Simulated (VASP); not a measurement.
# Ti3Al (Fm-3m) in VASP: a series of runs

Runs on Ti3Al. Level: PBEsol. Tasks: single point.

All numbers are computed with VASP 6.6.1; they aren't measurements. Logs are shortened: lines on timing, memory, paths and dates and some standing lists are left out, and cuts for length are marked.

## (1) The cell of the first run

It takes space group Fm-3m (No. 225, cubic). Conventional cell: a = 6.464 Å, b = 6.464 Å, c = 6.464 Å, α = 90.00°, β = 90.00°, γ = 90.00°. Ti (site symmetry m-3m) has 8 Ti at 2.80 Å and 6 Al at 3.23 Å within 3.7 Å. Ti (site symmetry -43m) has 10 Ti at 2.80 to 3.23 Å and 4 Al at 2.80 Å within 3.7 Å. Al (site symmetry m-3m) has 14 Ti at 2.80 to 3.23 Å within 3.7 Å.

## (2) Single point, PBEsol (16.88 Å³/atom)

INCAR

```
SYSTEM = Ti3Al
PREC = Accurate
ENCUT = 520
EDIFF = 1E-7
ISMEAR = -1
SIGMA = 0.05
LREAL = .False.
LASPH = .True.
NELM = 60
ALGO = Normal
ISIF = 2
LWAVE = .False.
LCHARG = .False.
GGA = PS
NBANDS = 28
```

KPOINTS

```
regular mesh
0
Gamma
  7 7 7
  0 0 0
```

POSCAR

```
Ti3Al
1.0
    0.0000000000      3.2317810000      3.2317810000
    3.2317810000      0.0000000000      3.2317810000
    3.2317810000      3.2317810000      0.0000000000
Ti Al
3 1
Direct
    0.0000000000      0.0000000000      0.0000000000
    0.2500000000      0.2500000000      0.2500000000
    0.7500000000      0.7500000000      0.7500000000
    0.5000000000      0.5000000000      0.5000000000
```

Potentials or basis: VASP PAW PBE potentials, release 64 (Ti_sv, Al).

The run is started by

```bash
$ cat potpaw_PBE.64/Ti_sv/POTCAR potpaw_PBE.64/Al/POTCAR > POTCAR
$ mpirun -np 1 vasp_std > vasp.out
```

OUTCAR:

```text
SYSTEM = Ti3Al
   PREC = Accurate
   ENCUT = 520
   EDIFF = 1E-7
   ISMEAR = -1
   LREAL = .False.
   LASPH = .True.
   NELM = 60
   ISIF = 2
   GGA = PS

 ion  position               nearest neighbor table
   1  0.000  0.000  0.000-   3 2.80   3 2.80   3 2.80   2 2.80   3 2.80   2 2.80   2 2.80   2 2.80

   2  0.250  0.250  0.250-   1 2.80   1 2.80   1 2.80   1 2.80   4 2.80   4 2.80   4 2.80   4 2.80

   3  0.750  0.750  0.750-   4 2.80   4 2.80   4 2.80   1 2.80   4 2.80   1 2.80   1 2.80   1 2.80

   4  0.500  0.500  0.500-   2 2.80   2 2.80   2 2.80   2 2.80   3 2.80   3 2.80   3 2.80   3 2.80

  LATTYP: Found a face centered cubic cell.
 ALAT       =     6.4635620000

  Lattice vectors:

 A1 = (   0.0000000000,   3.2317810000,   3.2317810000)
 A2 = (   3.2317810000,   0.0000000000,   3.2317810000)
 A3 = (   3.2317810000,   3.2317810000,   0.0000000000)

Analysis of symmetry for initial positions (statically):
=====================================================================
 Subroutine PRICEL returns:
 Original cell was already a primitive cell.

 Routine SETGRP: Setting up the symmetry group for a
 face centered cubic supercell.

 Subroutine GETGRP returns: Found 48 space group operations
 (whereof 48 operations were pure point group operations)
 out of a pool of 48 trial point group operations.

The static configuration has the point symmetry O_h .

Analysis of symmetry for dynamics (positions and initial velocities):
=====================================================================
 Subroutine PRICEL returns:
 Original cell was already a primitive cell.

 Routine SETGRP: Setting up the symmetry group for a
 face centered cubic supercell.

 Subroutine GETGRP returns: Found 48 space group operations
 (whereof 48 operations were pure point group operations)
 out of a pool of 48 trial point group operations.

The dynamic configuration has the point symmetry O_h .

 Subroutine INISYM returns: Found 48 space group operations
 (whereof 48 operations are pure point group operations),
 and found     1 'primitive' translations

----------------------------------------------------------------------------------------

                                     Primitive cell
[... 84 lines left out ...]
   ISPIN  =      1    spin polarized calculation?
   LNONCOLLINEAR =      F non collinear calculations
   LSORBIT =      F    spin-orbit coupling
   LASPH  =      T    aspherical Exc in radial PAW
   ENCUT  =  520.0 eV  38.22 Ry    6.18 a.u.   8.50  8.50  8.50*2*pi/ulx,y,z
   NELM   =     60;   NELMIN=  2; NELMDL= -5     # of ELM steps
   EDIFF  = 0.1E-06   stopping-criterion for ELM
   LREAL  =      F    real-space projection
   EDIFFG = 0.1E-05   stopping-criterion for IOM
   NSW    =      0    number of steps for IOM
   IBRION =     -1    ionic relax: 0-MD 1-quasi-New 2-CG
   NFREE  =      0    steps in history (QN), initial steepest desc. (CG)
   ISIF   =      2    stress and relaxation
   ISYM   =      2    0-nonsym 1-usesym 2-fastsym
   POTIM  = 0.5000    time-step for ionic-motion
   TEBEG  =    0.0;   TEEND  =   0.0 temperature during run
   PSTRESS=    0.0 pullay stress
   NELECT =      39.0000    total number of electrons
   NUPDOWN=      -1.0000    fix difference up-down
   EMIN   =  10.00;   EMAX   =-10.00  energy-range for DOS
   EFERMI =   0.00;   METHOD = LEGACY
   ISMEAR =    -1;   SIGMA  =   0.05  broadening in eV -4-tet -1-fermi 0-gaus
   EFERMI_NEDOS =   21; number of points for ismear=-14 and -15
   IALGO  =     38    algorithm
   IMIX   =      4    mixing-type and parameters
     AMIX     =   0.40;   BMIX     =  1.00
     AMIX_MAG =   1.60;   BMIX_MAG =  1.00
  volume/ion in A,a.u.               =      16.88       113.89
  Fermi-wavevector in a.u.,A,eV,Ry     =   1.363466  2.576578 25.293784  1.859041
  Thomas-Fermi vector in A             =   2.489867
   LORBIT       =      0    0 simple, 1 ext, 2 COOP (PROOUT), +10 PAW based schemes
   GGA     = PS    functional components
   LHFCALC =     F    Hartree Fock is set to
   AEXX    =    0.0000 exact exchange contribution
   IVDW    =     0    specifies the selected vdW correction
   LEPSILON=     F    determine dielectric tensor
   LRPA    =     F    only Hartree local field effects (RPA)
 non-spin polarized calculation
  energy-cutoff  :      520.00
  volume of cell :       67.51
 maximum number of plane-waves:      1841
 NGX is ok and might be reduce to    36
   NGX = 17   NGY = 17   NGZ = 17

 number of electron      39.0000007 magnetization

 Free energy of the ion-electron system (eV)
  ---------------------------------------------------
  ext. energy  EPLUGINS =         0.00000000
  ---------------------------------------------------
  free energy    TOTEN  =       -29.66660806 eV

  energy without entropy =      -29.59994026  energy(sigma->0) =      -29.63327416

 E-fermi :   7.9774     XC(G=0): -11.3742

 val. band max:        7.9709012134   @ k =   0.4286   0.1429   0.0000
 cond. band min:       7.9833379847   @ k =  -0.4286   0.4286   0.0000
 fundamental gap:      0.0124367714
 Fermi energy:         7.9774395466

 k-point     1 :       0.0000    0.0000    0.0000
  band No.  band energies     occupation
      1     -48.4106      2.00000
      2     -48.3476      2.00000
      3     -48.0947      2.00000
      4     -24.7909      2.00000
      5     -24.7909      2.00000
      6     -24.7909      2.00000
[... 609 lines left out ...]
     27      10.7307      0.00000
     28      10.7739      0.00000

------------------------ aborting loop because EDIFF is reached ----------------------------------------

  FORCE on cell =-STRESS in cart. coord.  units (eV):
  Direction    XX          YY          ZZ          XY          YZ          ZX
  --------------------------------------------------------------------------------------
  -------------------------------------------------------------------------------------
  Total       -2.0483493     -2.0483493     -2.0483493     -0.0000000     -0.0000000      0.0000000
  in kB      -48.6137179    -48.6137179    -48.6137179     -0.0000000     -0.0000000      0.0000000
  external PRESSURE =     -48.6137179 kB  Pullay stress =       0.0000000 kB

 VOLUME and BASIS-vectors are now :
 -----------------------------------------------------------------------------
  energy-cutoff  :      520.00
  volume of cell :       67.51
      direct lattice vectors                 reciprocal lattice vectors
     0.000000000  3.231781000  3.231781000    -0.154713454  0.154713454  0.154713454
     3.231781000  0.000000000  3.231781000     0.154713454 -0.154713454  0.154713454
     3.231781000  3.231781000  0.000000000     0.154713454  0.154713454 -0.154713454

 POSITION                                       TOTAL-FORCE (eV/Angst)
 -----------------------------------------------------------------------------------
      0.00000      0.00000      0.00000        -0.000000     -0.000000     -0.000000
      1.61589      1.61589      1.61589        -0.000000      0.000000      0.000000
      4.84767      4.84767      4.84767         0.000000      0.000000      0.000000
      3.23178      3.23178      3.23178        -0.000000     -0.000000     -0.000000
 -----------------------------------------------------------------------------------
    total drift:                                0.000000      0.000000      0.000000

  FREE ENERGIE OF THE ION-ELECTRON SYSTEM (eV)
  ---------------------------------------------------
  free  energy   TOTEN  =       -29.6666080617 eV

  energy  without entropy=      -29.5999402636  energy(sigma->0) =      -29.63327416
```

Run time: 35 s. Hardware: 1 thread of Intel Xeon 6975P-C (Granite Rapids), shared host; peak memory 0.2 GiB.

Results:

```yaml
Free_energy: -29.6666 eV
Pressure: -4.9 GPa
Band_gap_on_the_k_mesh: zero (an odd number of electrons rules out a gap without spin polarisation)
```

Caveat: the cell stands under tension; the PAW data sets were made with another functional, which shifts forces and pressure a little.

## (3) Single point, PBEsol (17.21 Å³/atom)

This run uses another cell than the first one, of 17.21 Å³/atom.

INCAR

```
PREC = Accurate ; ENCUT = 520
EDIFF = 1E-7 ; ISMEAR = -1
SIGMA = 0.05 ; LREAL = False
LASPH = True ; NELM = 80
ALGO = Normal ; ISIF = 2
LWAVE = False ; LCHARG = False
GGA = PS ; NBANDS = 28
```

KPOINTS

```
Automatic mesh
0
Gamma
  7 7 7
```

POSCAR

```
Ti3Al
1.0
    0.0000000000      3.2531841469      3.2531841469
    3.2531841469      0.0000000000      3.2531841469
    3.2531841469      3.2531841469      0.0000000000
Ti Al
3 1
Direct
    0.0000000000      0.0000000000      0.0000000000
    0.2500000000      0.2500000000      0.2500000000
    0.7500000000      0.7500000000      0.7500000000
    0.5000000000      0.5000000000      0.5000000000
```

Potentials or basis: VASP PAW PBE potentials, release 64 (Ti_sv, Al).

The run is started by

```bash
$ cat potpaw_PBE.64/Ti_sv/POTCAR potpaw_PBE.64/Al/POTCAR > POTCAR
$ mpirun -np 1 vasp_std > vasp.out
```

Wall time 42 s (1 thread of Intel Xeon 6975P-C (Granite Rapids), shared host); peak memory 0.21 GiB.

It converged, with:

```
Free energy            : -29.6178 eV
Pressure               : -6.8 GPa
Band gap on the k mesh : zero (an odd number of electrons rules out a gap without spin polarisation)
```

Levels at points of the mesh, in eV from the Fermi level:
| k point | band 15 | band 16 | band 17 | band 18 | band 19 | band 20 | band 21 | band 22 | band 23 | band 24 |
| --- | --- | --- | --- | --- | --- | --- | --- | --- | --- | --- |
| (0.00, 0.00, 0.00) | -1.66 | -1.66 | -1.58 | -1.58 | 0.02 | 0.02 | 0.02 | 2.19 | 2.19 | 2.19 |

Caveat: the cell stands under tension; the PAW data sets were made with another functional, which shifts forces and pressure a little.

## (4) Single point, PBEsol (17.55 Å³/atom)

This run uses another cell than the first one, of 17.55 Å³/atom.

INCAR

```
SYSTEM = Ti3Al
PREC = Accurate ; ENCUT = 520
EDIFF = 1E-6 ; ISMEAR = -1
SIGMA = 0.05 ; LREAL = .False.
LASPH = .True. ; NELM = 60
ALGO = Normal ; ISIF = 2
LWAVE = .False. ; LCHARG = .True.
GGA = PS ; LELF = .True.
LVHAR = .True. ; NBANDS = 28
```

KPOINTS

```
Automatic mesh
0
Gamma
  7 7 7
  0 0 0
```

POSCAR

```
Ti3Al
1.0
    0.0000000000      3.2743093112      3.2743093112
    3.2743093112      0.0000000000      3.2743093112
    3.2743093112      3.2743093112      0.0000000000
Ti Al
3 1
Direct
    0.0000000000      0.0000000000      0.0000000000
    0.2500000000      0.2500000000      0.2500000000
    0.7500000000      0.7500000000      0.7500000000
    0.5000000000      0.5000000000      0.5000000000
```

The run is started by

```bash
$ cat potpaw_PBE.64/Ti_sv/POTCAR potpaw_PBE.64/Al/POTCAR > POTCAR
$ mpirun -np 1 vasp_std > vasp.out
```

It took 36 s on 1 thread of Intel Xeon 6975P-C (Granite Rapids), shared host; peak memory 0.21 GiB.

It converged, with:

```yaml
Free_energy: -29.5537 eV
Pressure: -8.5 GPa
Band_gap_on_the_k_mesh: zero (an odd number of electrons rules out a gap without spin polarisation)
```

Levels at points of the mesh, in eV from the Fermi level:
```tsv
k point	band 15	band 16	band 17	band 18	band 19	band 20	band 21	band 22	band 23	band 24
(0.00, 0.00, 0.00)	-1.62	-1.62	-1.52	-1.52	0.01	0.01	0.01	2.14	2.14	2.14
```

Caveat: the cell stands under tension; the PAW data sets were made with another functional, which shifts forces and pressure a little.

## (5) The runs side by side

```tsv
cell	gap on the mesh (eV)	pressure (GPa)
a = 4.570 Å, angles 60.0°, 4 atoms	none	-4.9
a = 4.601 Å, angles 60.0°, 4 atoms	none	-6.8
a = 4.631 Å, angles 60.0°, 4 atoms	none	-8.5
```

Alike in all rows: task single point; level PBEsol; potentials or basis VASP PAW PBE potentials, release 64 (Ti_sv, Al); no spin polarisation; k mesh 7 × 7 × 7; cutoff (eV) 520; smearing fermi-dirac 0.05 eV.

Caveats: the cell stands under tension; the PAW data sets were made with another functional, which shifts forces and pressure a little.

Absolute energies hang on the potentials; compare differences alone.
